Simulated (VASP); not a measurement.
# HfTi (P-6m2) in VASP: notebook

HfTi is run at these levels: LDA; tasks: single point.

All numbers are computed with VASP 6.6.1; they aren't measurements. Logs are shortened: lines on timing, memory, paths and dates and some standing lists are left out, and cuts for length are marked.

**1. The cell of the first run**

The structure is hexagonal, space group P-6m2 (No. 187). Conventional cell: a = 3.024 Å, b = 3.024 Å, c = 4.829 Å, α = 90.00°, β = 90.00°, γ = 120.00°. Within 3.9 Å of Hf (site symmetry -6m2) lie 6 Ti at 2.98 Å and 6 Hf at 3.02 Å. Ti (site symmetry -6m2) has 6 Hf at 2.98 Å and 6 Ti at 3.02 Å within 3.9 Å.

**2. Single point, LDA (strain -0.0200 x Voigt [1, 1, 0, 0, 0, 0])**

INCAR reads:

```
PREC     = Accurate       # precision mode
ENCUT    = 520            # plane-wave cutoff, eV
EDIFF    = 1E-7           # SCF threshold, eV
ISMEAR   = 0              # smearing method
SIGMA    = 0.15           # smearing width, eV
LREAL    = False          # projectors in reciprocal space
LASPH    = True           # aspherical terms in the spheres
NELM     = 60             # most SCF steps
ALGO     = Fast           # electronic algorithm
ISIF     = 2              # what is computed and relaxed
LWAVE    = False          # write WAVECAR
LCHARG   = True           # write CHGCAR
LELF     = True           # ELF
LVHAR    = True         
NBANDS   = 18             # bands
```

KPOINTS reads:

```
regular mesh
0
Gamma
  18 18 10
```

POSCAR reads:

```
HfTi
1.0
    3.0244253328      0.0000000000      0.0000000000
   -1.5122126664      2.6192291701      0.0000000000
    0.0000000000      0.0000000000      4.8292593400
Hf Ti
1 1
Direct
    0.6666666667      0.3333333333      0.5000000000
    0.3333333333      0.6666666667      0.0000000000
```

Potentials or basis: VASP PAW LDA potentials, release 64 (Hf_pv, Ti_sv).

Started as:

```bash
$ cat potpaw_LDA.64/Hf_pv/POTCAR potpaw_LDA.64/Ti_sv/POTCAR > POTCAR
$ mpirun -np 1 vasp_std > vasp.out
```

OUTCAR:

```text
PREC = Accurate
   ENCUT = 520
   EDIFF = 1E-7
   ISMEAR = 0
   LREAL = False
   LASPH = True
   NELM = 60
   ISIF = 2

 ion  position               nearest neighbor table
   1  0.667  0.333  0.500-   2 2.98   2 2.98   2 2.98   2 2.98   2 2.98   2 2.98
   2  0.333  0.667  0.000-   1 2.98   1 2.98   1 2.98   1 2.98   1 2.98   1 2.98

  LATTYP: Found a hexagonal cell.
 ALAT       =     3.0244253328
 C/A-ratio  =     1.5967527079

  Lattice vectors:

 A1 = (   3.0244253328,   0.0000000000,   0.0000000000)
 A2 = (  -1.5122126664,   2.6192291701,   0.0000000000)
 A3 = (   0.0000000000,   0.0000000000,   4.8292593400)

Analysis of symmetry for initial positions (statically):
=====================================================================
 Subroutine PRICEL returns:
 Original cell was already a primitive cell.

 Routine SETGRP: Setting up the symmetry group for a
 hexagonal supercell.

 Subroutine GETGRP returns: Found 12 space group operations
 (whereof 12 operations were pure point group operations)
 out of a pool of 24 trial point group operations.

The static configuration has the point symmetry D_3h.

Analysis of symmetry for dynamics (positions and initial velocities):
=====================================================================
 Subroutine PRICEL returns:
 Original cell was already a primitive cell.

 Routine SETGRP: Setting up the symmetry group for a
 hexagonal supercell.

 Subroutine GETGRP returns: Found 12 space group operations
 (whereof 12 operations were pure point group operations)
 out of a pool of 24 trial point group operations.

The dynamic configuration has the point symmetry D_3h.

 Subroutine INISYM returns: Found 12 space group operations
 (whereof 12 operations are pure point group operations),
 and found     1 'primitive' translations

----------------------------------------------------------------------------------------

                                     Primitive cell

  volume of cell :      38.2558

  direct lattice vectors                    reciprocal lattice vectors
     3.024425333  0.000000000  0.000000000     0.330641325  0.190895858  0.000000000
    -1.512212666  2.619229170  0.000000000     0.000000000  0.381791716  0.000000000
     0.000000000  0.000000000  4.829259340     0.000000000  0.000000000  0.207071091

  length of vectors
     3.024425333  3.024425333  4.829259340     0.381791716  0.381791716  0.207071091

  position of ions in fractional coordinates (direct lattice)
     0.666666667  0.333333333  0.500000000
     0.333333333  0.666666667  0.000000000

  ion indices of the primitive-cell ions
   primitive index   ion index
                 1           1
                 2           2

----------------------------------------------------------------------------------------

 KPOINTS: regular mesh

Automatic generation of k-mesh.
 Grid dimensions read from file:
 generate k-points for:   18   18   10

 Generating k-lattice:

  Cartesian coordinates                     Fractional coordinates (reciprocal lattice)
     0.018368963  0.010605325  0.000000000     0.055555556  0.000000000  0.000000000
     0.000000000  0.021210651  0.000000000     0.000000000  0.055555556  0.000000000
     0.000000000  0.000000000  0.020707109     0.000000000  0.000000000  0.100000000

  Length of vectors
     0.021210651  0.021210651  0.020707109

  Shift w.r.t. Gamma in fractional coordinates (k-lattice)
     0.000000000  0.000000000  0.000000000

 Subroutine IBZKPT returns following result:
 ===========================================

 Found    222 irreducible k-points:

 Following reciprocal coordinates:
            Coordinates               Weight
  0.000000  0.000000  0.000000      1.000000
  0.055556  0.000000  0.000000      6.000000
  0.111111  0.000000  0.000000      6.000000
  0.166667  0.000000  0.000000      6.000000
  0.222222  0.000000  0.000000      6.000000
  0.277778  0.000000  0.000000      6.000000
[... 16 lines left out ...]
  0.333333  0.111111  0.000000     12.000000
  0.388889  0.111111  0.000000     12.000000
 [... further k-points ...]
   k-points           NKPTS =    222   k-points in BZ     NKDIM =    222   number of bands    NBANDS=     18
   number of dos      NEDOS =    301   number of ions     NIONS =      2
   total plane-waves  NPLWV =  20736
   dimension x,y,z NGX =    24 NGY =   24 NGZ =   36
   dimension x,y,z NGXF=    48 NGYF=   48 NGZF=   72
   ions per type =               1   1
   NGX,Y,Z   is equivalent  to a cutoff of  13.19, 13.19, 12.39 a.u.
   NGXF,Y,Z  is equivalent  to a cutoff of  26.38, 26.38, 24.79 a.u.
 SYSTEM =  unknown system
   PREC   = accura    normal or accurate (medium, high low for compatibility)
   ISTART =      0    job   : 0-new  1-cont  2-samecut
   ICHARG =      2    charge: 1-file 2-atom 10-const
   ISPIN  =      1    spin polarized calculation?
   LNONCOLLINEAR =      F non collinear calculations
   LSORBIT =      F    spin-orbit coupling
   LASPH  =      T    aspherical Exc in radial PAW
   ENCUT  =  520.0 eV  38.22 Ry    6.18 a.u.   5.62  5.62  8.98*2*pi/ulx,y,z
   NELM   =     60;   NELMIN=  2; NELMDL= -5     # of ELM steps
   EDIFF  = 0.1E-06   stopping-criterion for ELM
   LREAL  =      F    real-space projection
   EDIFFG = 0.1E-05   stopping-criterion for IOM
   NSW    =      0    number of steps for IOM
   IBRION =     -1    ionic relax: 0-MD 1-quasi-New 2-CG
   NFREE  =      0    steps in history (QN), initial steepest desc. (CG)
   ISIF   =      2    stress and relaxation
   ISYM   =      2    0-nonsym 1-usesym 2-fastsym
   POTIM  = 0.5000    time-step for ionic-motion
   TEBEG  =    0.0;   TEEND  =   0.0 temperature during run
   PSTRESS=    0.0 pullay stress
   NELECT =      22.0000    total number of electrons
   NUPDOWN=      -1.0000    fix difference up-down
   EMIN   =  10.00;   EMAX   =-10.00  energy-range for DOS
   EFERMI =   0.00;   METHOD = LEGACY
   ISMEAR =     0;   SIGMA  =   0.15  broadening in eV -4-tet -1-fermi 0-gaus
   EFERMI_NEDOS =   21; number of points for ismear=-14 and -15
   IALGO  =     68    algorithm
   IMIX   =      4    mixing-type and parameters
     AMIX     =   0.40;   BMIX     =  1.00
     AMIX_MAG =   1.60;   BMIX_MAG =  1.00
  volume/ion in A,a.u.               =      19.13       129.08
  Fermi-wavevector in a.u.,A,eV,Ry     =   1.361393  2.572659 25.216904  1.853390
  Thomas-Fermi vector in A             =   2.487973
   LORBIT       =      0    0 simple, 1 ext, 2 COOP (PROOUT), +10 PAW based schemes
   GGA     = CA    functional components
   LHFCALC =     F    Hartree Fock is set to
   AEXX    =    0.0000 exact exchange contribution
   IVDW    =     0    specifies the selected vdW correction
   LEPSILON=     F    determine dielectric tensor
   LRPA    =     F    only Hartree local field effects (RPA)
 non-spin polarized calculation
 RMM-DIIS sequential band-by-band and
 Gauss-broadening in eV      SIGMA  =   0.15
  energy-cutoff  :      520.00
  volume of cell :       38.26
 maximum number of plane-waves:      1085
 NGX is ok and might be reduce to    24
   NGX = 11   NGY = 11   NGZ = 17

 number of electron      22.0000002 magnetization

 Free energy of the ion-electron system (eV)
  ---------------------------------------------------
  ext. energy  EPLUGINS =         0.00000000
  ---------------------------------------------------
  free energy    TOTEN  =       -19.13115982 eV

  energy without entropy =      -19.10945616  energy(sigma->0) =      -19.12030799

 E-fermi :   6.5271     XC(G=0): -11.7794

 val. band max:        6.5251488094   @ k =   0.1111   0.0556   0.0000
 cond. band min:       6.5345866751   @ k =   0.3889   0.1667   0.3000
 fundamental gap:      0.0094378657
 Fermi energy:         6.5271084285

 k-point     1 :       0.0000    0.0000    0.0000
  band No.  band energies     occupation
      1     -49.6447      2.00000
      2     -26.4080      2.00000
      3     -26.0500      2.00000
      4     -26.0500      2.00000
      5     -23.5984      2.00000
      6     -23.0985      2.00000
[... 10 lines left out ...]
     17       8.3638      0.00000
     18      11.6637      0.00000

 k-point     2 :       0.0556    0.0000    0.0000
  band No.  band energies     occupation
      1     -49.6431      2.00000
      2     -26.4047      2.00000
      3     -26.0611      2.00000
      4     -26.0526      2.00000
      5     -23.5961      2.00000
      6     -23.1301      2.00000
[... 10 lines left out ...]
     17       8.4618      0.00000
     18      11.6740      0.00000

 k-point     3 :       0.1111    0.0000    0.0000
  band No.  band energies     occupation
      1     -49.6385      2.00000
      2     -26.3953      2.00000
      3     -26.0932      2.00000
      4     -26.0602      2.00000
      5     -23.5893      2.00000
      6     -23.2201      2.00000
[... 10 lines left out ...]
     17       8.7558      0.00000
     18      11.6951      0.00000

 k-point     4 :       0.1667    0.0000    0.0000
  band No.  band energies     occupation
      1     -49.6315      2.00000
      2     -26.3808      2.00000
      3     -26.1422      2.00000
      4     -26.0719      2.00000
      5     -23.5788      2.00000
      6     -23.3555      2.00000
[... 375 lines left out ...]
      4     -26.1370      2.00000
      5     -23.8349      2.00000
      6     -23.5349      2.00000
[... 10 lines left out ...]
     17      11.4538      0.00000
     18      12.1044      0.00000

 k-point    23 :       0.3333    0.1111    0.0000
  band No.  band energies     occupation
      1     -49.5960      2.00000
      2     -26.3636      2.00000
      3     -26.3084      2.00000
      4     -26.1516      2.00000
      5     -23.9410      2.00000
      6     -23.5246      2.00000
[... 10 lines left out ...]
     17      11.4124      0.00000
     18      12.7958      0.00000

 k-point    24 :       0.3889    0.1111    0.0000
  band No.  band energies     occupation
      1     -49.5916      2.00000
      2     -26.3904      2.00000
      3     -26.2995      2.00000
      4     -26.1612      2.00000
      5     -24.0093      2.00000
      6     -23.5178      2.00000
[... 10 lines left out ...]
     17      11.3862      0.00000
     18      13.1450      0.00000

 [... further k-points ...]
[... 5 lines left out ...]
  --------------------------------------------------------------------------------------
  -------------------------------------------------------------------------------------
  Total       -0.6114734     -0.6114734     -1.1922605      0.0000000      0.0000000      0.0000000
  in kB      -25.6089187    -25.6089187    -49.9326756      0.0000000      0.0000000      0.0000000
  external PRESSURE =     -33.7168377 kB  Pullay stress =       0.0000000 kB

 VOLUME and BASIS-vectors are now :
 -----------------------------------------------------------------------------
  energy-cutoff  :      520.00
  volume of cell :       38.26
      direct lattice vectors                 reciprocal lattice vectors
     3.024425333  0.000000000  0.000000000     0.330641325  0.190895858  0.000000000
    -1.512212666  2.619229170  0.000000000     0.000000000  0.381791716  0.000000000
     0.000000000  0.000000000  4.829259340     0.000000000  0.000000000  0.207071091

 POSITION                                       TOTAL-FORCE (eV/Angst)
 -----------------------------------------------------------------------------------
      1.51221      0.87308      2.41463        -0.000000      0.000000      0.000000
     -0.00000      1.74615      0.00000         0.000000     -0.000000      0.000000
 -----------------------------------------------------------------------------------
    total drift:                                0.000000     -0.000000     -0.000000

  FREE ENERGIE OF THE ION-ELECTRON SYSTEM (eV)
  ---------------------------------------------------
  free  energy   TOTEN  =       -19.1311598171 eV

  energy  without entropy=      -19.1094561597  energy(sigma->0) =      -19.12030799
```

It took 5.6 min on 1 thread of Intel Xeon Platinum 8259CL at 2.50GHz (Skylake/Cascade Lake), shared host; peak memory 0.27 GiB.

What came out:

```
Free energy            : -19.1312 eV
Pressure               : -3.4 GPa
Band gap on the k mesh : zero (band 11 reaches 7.32 eV, above the bottom of band 12 at 6.22 eV)
```

Stress tensor (GPa, compression positive):
```
-2.56  0.00  0.00
 0.00 -2.56  0.00
 0.00  0.00 -4.99
```

Levels at points of the mesh, in eV from the Fermi level:
| k point | band 7 | band 8 | band 9 | band 10 | band 11 | band 12 | band 13 | band 14 | band 15 | band 16 |
| --- | --- | --- | --- | --- | --- | --- | --- | --- | --- | --- |
| (0.00, 0.00, 0.00) | -29.63 | -6.93 | -3.26 | 0.80 | 0.80 | 0.94 | 0.97 | 1.71 | 1.71 | 1.84 |
| (0.50, 0.00, 0.00) | -29.85 | -3.25 | -2.22 | -2.18 | -0.49 | 0.54 | 0.70 | 1.35 | 3.10 | 4.66 |
| (0.00, 0.00, 0.50) | -29.63 | -5.62 | -4.13 | 0.02 | 0.13 | 0.67 | 0.67 | 0.90 | 0.90 | 3.04 |
| (0.50, 0.00, 0.50) | -29.85 | -3.29 | -3.01 | -1.02 | -0.85 | 1.14 | 1.48 | 1.94 | 2.93 | 3.37 |

Caveat: the cell differs from its parent crystal (strain -0.0200 x Voigt [1, 1, 0, 0, 0, 0]); spin-orbit coupling is left out, which moves the levels of the heavy elements.

(Part 1 of 2 ends here.)
